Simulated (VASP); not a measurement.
Here is a VASP 6.6.1 calculation.

Contents of INCAR:

```
PREC = Accurate
ENCUT = 520
EDIFF = 1E-6
ISMEAR = 0
SIGMA = 0.15
LREAL = False
LASPH = True
NELM = 100
ALGO = Normal
ISIF = 2
LWAVE = False
LCHARG = False
GGA = PE
NBANDS = 20
```

Contents of KPOINTS:

```
regular mesh
0
Gamma
  16 16 16
```

POSCAR

```
SnO2
1.0
    0.0000000000      2.5716524213      2.6102272076
    2.5716524213      0.0000000000      2.6102272076
    2.5716524213      2.5716524213      0.0000000000
Sn O
1 2
Direct
    0.0000000000      0.0000000000      0.0000000000
    0.2500000000      0.2500000000      0.2500000000
    0.7500000000      0.7500000000      0.7500000000
```

Potentials or basis: VASP PAW PBE potentials, release 64 (Sn_d, O).

Launch:

```sh
$ cat potpaw_PBE.64/Sn_d/POTCAR potpaw_PBE.64/O/POTCAR > POTCAR
$ mpirun -np 1 vasp_std > vasp.out
```

**Question.** Estimate the band gap on the k mesh.

**Answer.** Zero (bands 13 and 14 overlap by 0.36 eV).

**Question.** Predict the pressure.

**Answer.** -2.1 GPa.

Stress tensor (GPa, compression positive):
```
-0.07  0.00  0.00
 0.00 -0.07  0.00
 0.00  0.00 -6.20
```

Caveat: the cell differs from its parent crystal (strain +0.0150 x Voigt [0, 0, 1, 0, 0, 0]); semilocal functionals underestimate gaps, so a narrow gap can read as zero; spin-orbit coupling is left out, which moves the levels of the heavy elements.
